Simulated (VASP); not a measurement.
Set up this calculation in VASP 6.6.1, as the native input.

* Task: single point
* Functional: PBEsol
* Potentials or basis: VASP PAW PBE potentials, release 64 (Ir)
* Cutoff: 520 eV
* k mesh: 22 × 22 × 22
* Occupations: gaussian, width 0.15 eV
* Spin: no spin polarisation
* Dipole correction: no
* Further INCAR settings: ALGO = Fast; EDIFF = 1e-06; NBANDS = 10

The structure of Ir lies in POSCAR:

```
Ir
1.0
   -0.0095985000      1.9197000000      1.9197000000
    1.9197000000     -0.0095985000      1.9197000000
    1.9101015000      1.9101015000      0.0000000000
Ir
1
Direct
    0.0000000000      0.0000000000      0.0000000000
```

This cell differs from its parent crystal: strain -0.0100 x Voigt [0, 0, 0, 0, 0, 1].

The input as run:

INCAR

```
  PREC = Accurate
  ENCUT = 520
  EDIFF = 1E-6
  ISMEAR = 0
  SIGMA = 0.15
  LREAL = False
  LASPH = True
  NELM = 80
  ALGO = Fast
  ISIF = 2
  LWAVE = False
  LCHARG = False
  GGA = PS
  NBANDS = 10
```

KPOINTS

```
regular mesh
0
Gamma
  22 22 22
```

Potentials or basis: VASP PAW PBE potentials, release 64 (Ir).

Launch:

```bash
$ cat potpaw_PBE.64/Ir/POTCAR > POTCAR
$ mpirun -np 1 vasp_std > vasp.out
```

Results of the run:

| Item | Value |
| --- | --- |
| Pressure | -1.7 GPa |
| Band gap on the k mesh | zero (an odd number of electrons rules out a gap without spin polarisation) |

Caveat: the cell differs from its parent crystal (strain -0.0100 x Voigt [0, 0, 0, 0, 0, 1]); the PAW data sets were made with another functional, which shifts forces and pressure a little; spin-orbit coupling is left out, which moves the levels of the heavy elements.

It took 3.4 min on 1 thread of Intel(R) Xeon(R) Platinum 8259CL CPU @ 2.50GHz (Skylake/Cascade Lake), with other jobs on the host, peak memory 0.33 GiB.
